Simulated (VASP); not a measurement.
# Mo3N (P6_3/mmc) in VASP: single point with PBE

Aim: the single point of Mo3N with PBE.

Everything below comes from runs of VASP 6.6.1. Logs are shortened: lines on timing, memory, paths and dates and some standing lists are left out, and cuts for length are marked.

## Step 1: The cell of the first run

Symmetry: P6_3/mmc, No. 194, hexagonal system. The conventional cell has a = 5.308 Å, b = 5.308 Å, c = 4.260 Å, α = 90.00°, β = 90.00°, γ = 120.00°. Mo (site symmetry mm2) has 4 N at 2.62 to 2.65 Å and 8 Mo at 2.63 to 2.66 Å within 3.5 Å. Within 3.5 Å of N (site symmetry -6m2) lie 12 Mo at 2.62 to 2.65 Å.

## Step 2: Single point, PBE, collinear spin

INCAR reads:

```
SYSTEM = Mo3N
ALGO = Normal ; EDIFF = 1E-6
ENCUT = 520 ; GGA = PE
ISIF = 2 ; ISMEAR = 0
ISPIN = 2 ; LASPH = .True.
LCHARG = .False. ; LMAXMIX = 4
LORBIT = 11 ; LREAL = .False.
LWAVE = .False. ; MAGMOM = 1 1 1 1 1 1 0 0
NBANDS = 61 ; NELM = 150
PREC = Accurate ; SIGMA = 0.1
```

KPOINTS reads:

```
k-points
0
Gamma
  6 6 4
  0 0 0
```

POSCAR reads:

```
Mo3N
1.0
    5.3075869599      0.0000000000      0.0000000000
   -2.6537934799      4.5965051400      0.0000000000
    0.0000000000      0.0000000000      4.2601574552
Mo N
6 2
Direct
    0.8330000000      0.6660000000      0.2500000000
    0.1670000000      0.8330000000      0.7500000000
    0.3340000000      0.1670000000      0.2500000000
    0.1670000000      0.3340000000      0.7500000000
    0.8330000000      0.1670000000      0.2500000000
    0.6660000000      0.8330000000      0.7500000000
    0.3333333333      0.6666666667      0.2500000000
    0.6666666667      0.3333333333      0.7500000000
```

Potentials or basis: VASP PAW PBE potentials, release 64 (Mo_sv, N).

The run is started by

```console
cat potpaw_PBE.64/Mo_sv/POTCAR potpaw_PBE.64/N/POTCAR > POTCAR
mpirun -np 1 vasp_std > vasp.out
```

OUTCAR:

```text
SYSTEM = Mo3N
   EDIFF = 1E-6
   ENCUT = 520
   GGA = PE
   ISIF = 2
   ISMEAR = 0
   ISPIN = 2
   LASPH = .True.
   LORBIT = 11
   LREAL = .False.
   NELM = 150
   PREC = Accurate

 ion  position               nearest neighbor table
   1  0.833  0.666  0.250-   8 2.62   8 2.62   6 2.63   6 2.63   2 2.63   2 2.63   5 2.65   3 2.65
                             5 2.66   3 2.66
   2  0.167  0.833  0.750-   7 2.62   7 2.62   3 2.63   3 2.63   1 2.63   1 2.63   4 2.65   6 2.65
                             4 2.66   6 2.66
   3  0.334  0.167  0.250-   8 2.62   8 2.62   2 2.63   2 2.63   4 2.63   4 2.63   1 2.65   5 2.65
                             1 2.66   5 2.66
   4  0.167  0.334  0.750-   7 2.62   7 2.62   3 2.63   3 2.63   5 2.63   5 2.63   2 2.65   6 2.65
                             2 2.66   6 2.66
   5  0.833  0.167  0.250-   8 2.62   8 2.62   6 2.63   6 2.63   4 2.63   4 2.63   1 2.65   3 2.65
                             1 2.66   3 2.66
   6  0.666  0.833  0.750-   7 2.62   7 2.62   5 2.63   5 2.63   1 2.63   1 2.63   4 2.65   2 2.65
                             4 2.66   2 2.66
   7  0.333  0.667  0.250-   2 2.62   2 2.62   4 2.62   4 2.62   6 2.62   6 2.62
   8  0.667  0.333  0.750-   5 2.62   5 2.62   1 2.62   1 2.62   3 2.62   3 2.62

  LATTYP: Found a hexagonal cell.
 ALAT       =     5.3075869599
 C/A-ratio  =     0.8026542923

  Lattice vectors:

 A1 = (   5.3075869599,   0.0000000000,   0.0000000000)
 A2 = (  -2.6537934799,   4.5965051400,   0.0000000000)
 A3 = (   0.0000000000,   0.0000000000,   4.2601574552)

Analysis of symmetry for initial positions (statically):
=====================================================================
 Subroutine PRICEL returns:
 Original cell was already a primitive cell.

 Routine SETGRP: Setting up the symmetry group for a
 hexagonal supercell.

 Subroutine GETGRP returns: Found 24 space group operations
 (whereof 12 operations were pure point group operations)
 out of a pool of 24 trial point group operations.

The static configuration has the point symmetry D_3d.
 The point group associated with its full space group is D_6h.

Analysis of symmetry for dynamics (positions and initial velocities):
=====================================================================
 Subroutine PRICEL returns:
 Original cell was already a primitive cell.

 Routine SETGRP: Setting up the symmetry group for a
 hexagonal supercell.

 Subroutine GETGRP returns: Found 24 space group operations
 (whereof 12 operations were pure point group operations)
 out of a pool of 24 trial point group operations.

The dynamic configuration has the point symmetry D_3d.
 The point group associated with its full space group is D_6h.

Analysis of structural, dynamic, and magnetic symmetry:
=====================================================================
 Subroutine PRICEL returns:
 Original cell was already a primitive cell.

 Routine SETGRP: Setting up the symmetry group for a
 hexagonal supercell.

 Subroutine GETGRP returns: Found 24 space group operations
 (whereof 12 operations were pure point group operations)
 out of a pool of 24 trial point group operations.

The overall configuration has the point symmetry D_3d.
 The point group associated with its full space group is D_6h.

 Subroutine INISYM returns: Found 24 space group operations
 (whereof 12 operations are pure point group operations),
 and found     1 'primitive' translations

----------------------------------------------------------------------------------------

                                     Primitive cell

  volume of cell :     103.9323

  direct lattice vectors                    reciprocal lattice vectors
     5.307586960  0.000000000  0.000000000     0.188409537  0.108778297  0.000000000
    -2.653793480  4.596505140  0.000000000     0.000000000  0.217556593  0.000000000
     0.000000000  0.000000000  4.260157455     0.000000000  0.000000000  0.234733108

  length of vectors
     5.307586960  5.307586960  4.260157455     0.217556593  0.217556593  0.234733108

  position of ions in fractional coordinates (direct lattice)
     0.833000000  0.666000000  0.250000000
     0.167000000  0.833000000  0.750000000
     0.334000000  0.167000000  0.250000000
     0.167000000  0.334000000  0.750000000
     0.833000000  0.167000000  0.250000000
     0.666000000  0.833000000  0.750000000
     0.333333333  0.666666667  0.250000000
     0.666666667  0.333333333  0.750000000

  ion indices of the primitive-cell ions
   primitive index   ion index
                 1           1
                 2           2
                 3           3
                 4           4
                 5           5
                 6           6
                 7           7
                 8           8

----------------------------------------------------------------------------------------

 KPOINTS: k-points

Automatic generation of k-mesh.
 Grid dimensions read from file:
 generate k-points for:    6    6    4

 Generating k-lattice:

  Cartesian coordinates                     Fractional coordinates (reciprocal lattice)
     0.031401589  0.018129716  0.000000000     0.166666667 -0.000000000  0.000000000
     0.000000000  0.036259432  0.000000000     0.000000000  0.166666667  0.000000000
     0.000000000  0.000000000  0.058683277     0.000000000  0.000000000  0.250000000

  Length of vectors
     0.036259432  0.036259432  0.058683277

  Shift w.r.t. Gamma in fractional coordinates (k-lattice)
     0.000000000  0.000000000  0.000000000

 Subroutine IBZKPT returns following result:
 ===========================================

 Found     21 irreducible k-points:

 Following reciprocal coordinates:
            Coordinates               Weight
  0.000000  0.000000  0.000000      1.000000
  0.166667 -0.000000  0.000000      6.000000
  0.333333  0.000000  0.000000      6.000000
  0.500000  0.000000  0.000000      3.000000
  0.166667  0.166667  0.000000      6.000000
  0.333333  0.166667  0.000000     12.000000
[... 13 lines left out ...]
  0.333333  0.166667  0.500000     12.000000
  0.333333  0.333333  0.500000      2.000000
   k-points           NKPTS =     21   k-points in BZ     NKDIM =     21   number of bands    NBANDS=     61
   number of dos      NEDOS =    301   number of ions     NIONS =      8
   total plane-waves  NPLWV =  51200
   dimension x,y,z NGX =    40 NGY =   40 NGZ =   32
   dimension x,y,z NGXF=    80 NGYF=   80 NGZF=   64
   ions per type =               6   2
   NGX,Y,Z   is equivalent  to a cutoff of  12.53, 12.53, 12.49 a.u.
   NGXF,Y,Z  is equivalent  to a cutoff of  25.06, 25.06, 24.97 a.u.
 SYSTEM =  Mo3N
   PREC   = accura    normal or accurate (medium, high low for compatibility)
   ISTART =      0    job   : 0-new  1-cont  2-samecut
   ICHARG =      2    charge: 1-file 2-atom 10-const
   ISPIN  =      2    spin polarized calculation?
   LNONCOLLINEAR =      F non collinear calculations
   LSORBIT =      F    spin-orbit coupling
   LASPH  =      T    aspherical Exc in radial PAW
   ENCUT  =  520.0 eV  38.22 Ry    6.18 a.u.   9.87  9.87  7.92*2*pi/ulx,y,z
   NELM   =    150;   NELMIN=  2; NELMDL= -5     # of ELM steps
   EDIFF  = 0.1E-05   stopping-criterion for ELM
   LREAL  =      F    real-space projection
   EDIFFG = 0.1E-04   stopping-criterion for IOM
   NSW    =      0    number of steps for IOM
   IBRION =     -1    ionic relax: 0-MD 1-quasi-New 2-CG
   NFREE  =      0    steps in history (QN), initial steepest desc. (CG)
   ISIF   =      2    stress and relaxation
   ISYM   =      2    0-nonsym 1-usesym 2-fastsym
   POTIM  = 0.5000    time-step for ionic-motion
   TEBEG  =    0.0;   TEEND  =   0.0 temperature during run
   PSTRESS=    0.0 pullay stress
   NELECT =      94.0000    total number of electrons
   NUPDOWN=      -1.0000    fix difference up-down
   EMIN   =  10.00;   EMAX   =-10.00  energy-range for DOS
   EFERMI =   0.00;   METHOD = LEGACY
   ISMEAR =     0;   SIGMA  =   0.10  broadening in eV -4-tet -1-fermi 0-gaus
   EFERMI_NEDOS =   21; number of points for ismear=-14 and -15
   IALGO  =     38    algorithm
   IMIX   =      4    mixing-type and parameters
     AMIX     =   0.40;   BMIX     =  1.00
     AMIX_MAG =   1.60;   BMIX_MAG =  1.00
  volume/ion in A,a.u.               =      12.99        87.67
  Fermi-wavevector in a.u.,A,eV,Ry     =   1.583193  2.991802 34.103017  2.506501
  Thomas-Fermi vector in A             =   2.683001
   LORBIT       =     11    0 simple, 1 ext, 2 COOP (PROOUT), +10 PAW based schemes
   GGA     = PE    functional components
   LHFCALC =     F    Hartree Fock is set to
   AEXX    =    0.0000 exact exchange contribution
   IVDW    =     0    specifies the selected vdW correction
   LEPSILON=     F    determine dielectric tensor
   LRPA    =     F    only Hartree local field effects (RPA)
 spin polarized calculation
 Gauss-broadening in eV      SIGMA  =   0.10
  energy-cutoff  :      520.00
  volume of cell :      103.93
 maximum number of plane-waves:      2838
 NGX is ok and might be reduce to    40
   NGX = 19   NGY = 19   NGZ = 15

 number of electron      94.0000018 magnetization       0.0002271

 number of electron      94.0000018 magnetization      -0.0001092

 Free energy of the ion-electron system (eV)
  ---------------------------------------------------
  ext. energy  EPLUGINS =         0.00000000
  ---------------------------------------------------
  free energy    TOTEN  =       -74.28788670 eV

  energy without entropy =      -74.25558180  energy(sigma->0) =      -74.27173425

 E-fermi :  12.6618     XC(G=0): -13.4306

 val. band max:       12.6558073820   @ k =   0.1667   0.1667   0.2500
 cond. band min:      12.7105903170   @ k =   0.3333   0.0000   0.5000
 fundamental gap:      0.0547829350
 Fermi energy:        12.6618166686

 spin component 1

 k-point     1 :       0.0000    0.0000    0.0000
  band No.  band energies     occupation
      1     -48.6971      1.00000
      2     -48.3704      1.00000
      3     -48.3704      1.00000
      4     -48.3427      1.00000
      5     -48.1991      1.00000
      6     -48.1991      1.00000
[... 1291 lines left out ...]
     58      14.6896      0.00000
     59      15.2295      0.00000
 Fermi energy:        12.6618166686

 spin component 2

 k-point     1 :       0.0000    0.0000    0.0000
  band No.  band energies     occupation
      1     -48.6971      1.00000
      2     -48.3704      1.00000
      3     -48.3704      1.00000
      4     -48.3427      1.00000
      5     -48.1991      1.00000
      6     -48.1991      1.00000
[... 1291 lines left out ...]
     58      14.6896      0.00000
     59      15.2295      0.00000
 [bands above 59 left out]

------------------------ aborting loop because EDIFF is reached ----------------------------------------

  FORCE on cell =-STRESS in cart. coord.  units (eV):
  Direction    XX          YY          ZZ          XY          YZ          ZX
  --------------------------------------------------------------------------------------
  -------------------------------------------------------------------------------------
  Total        6.0731721      6.0731721     11.2357360      0.0000000      0.0000000     -0.0000000
  in kB       93.6215123     93.6215123    173.2054637      0.0000000      0.0000000     -0.0000000
  external PRESSURE =     120.1494961 kB  Pullay stress =       0.0000000 kB

 VOLUME and BASIS-vectors are now :
 -----------------------------------------------------------------------------
  energy-cutoff  :      520.00
  volume of cell :      103.93
      direct lattice vectors                 reciprocal lattice vectors
     5.307586960  0.000000000  0.000000000     0.188409537  0.108778297  0.000000000
    -2.653793480  4.596505140  0.000000000     0.000000000  0.217556593  0.000000000
     0.000000000  0.000000000  4.260157455     0.000000000  0.000000000  0.234733108

 POSITION                                       TOTAL-FORCE (eV/Angst)
 -----------------------------------------------------------------------------------
      2.65379      3.06127      1.06504         0.000000      0.264145      0.000000
     -1.32424      3.82889      3.19512        -0.228756      0.132072     -0.000000
      1.32955      0.76762      1.06504        -0.228756     -0.132072     -0.000000
      0.00000      1.53523      3.19512        -0.000000     -0.264145      0.000000
      3.97804      0.76762      1.06504         0.228756     -0.132072     -0.000000
      1.32424      3.82889      3.19512         0.228756      0.132072      0.000000
     -0.00000      3.06434      1.06504         0.000000      0.000000      0.000000
      2.65379      1.53217      3.19512         0.000000     -0.000000      0.000000
 -----------------------------------------------------------------------------------
    total drift:                                0.000000     -0.000000      0.000000

  FREE ENERGIE OF THE ION-ELECTRON SYSTEM (eV)
  ---------------------------------------------------
  free  energy   TOTEN  =       -74.2878867007 eV

  energy  without entropy=      -74.2555818034  energy(sigma->0) =      -74.27173425

 total charge

# of ion       s       p       d       tot
------------------------------------------
    1        2.371   6.161   4.176  12.709
    2        2.371   6.161   4.176  12.709
    3        2.371   6.161   4.176  12.709
    4        2.371   6.161   4.176  12.709
    5        2.371   6.161   4.176  12.709
    6        2.371   6.161   4.176  12.709
    7        1.334   2.126   0.000   3.460
    8        1.334   2.126   0.000   3.460
--------------------------------------------------
tot         16.895  41.221  25.057  83.173

 magnetization (x)

# of ion       s       p       d       tot
------------------------------------------
    1       -0.000  -0.000  -0.000  -0.000
    2       -0.000  -0.000  -0.000  -0.000
    3       -0.000  -0.000  -0.000  -0.000
    4       -0.000  -0.000  -0.000  -0.000
    5       -0.000  -0.000  -0.000  -0.000
    6       -0.000  -0.000  -0.000  -0.000
    7        0.000   0.000   0.000   0.000
    8        0.000   0.000   0.000   0.000
--------------------------------------------------
tot         -0.000   0.000  -0.000  -0.000
```

It took 3.8 min on 1 thread of Intel Xeon Platinum 8259CL at 2.50GHz (Skylake/Cascade Lake), shared host; peak memory 0.37 GiB.

What came out:

* Free energy: -74.2879 eV
* Pressure: 12.0 GPa
* Largest force: 0.264 eV/Å
* Band gap on the k mesh: zero (filled and empty bands overlap)
* Net moment: 0.00 μB per cell
* Valence electrons inside the program's atomic spheres: Mo 12.71; N 3.46

Forces in eV/Å, atoms in the order of the input:
```
Mo   0.000  0.264  0.000
Mo  -0.229  0.132  0.000
Mo  -0.229 -0.132  0.000
Mo   0.000 -0.264  0.000
Mo   0.229 -0.132  0.000
Mo   0.229  0.132  0.000
N    0.000  0.000  0.000
N    0.000  0.000  0.000
```

Caveat: the k points lie up to 0.37 Å⁻¹ apart, too coarse for converged energies and pressures of a metal.
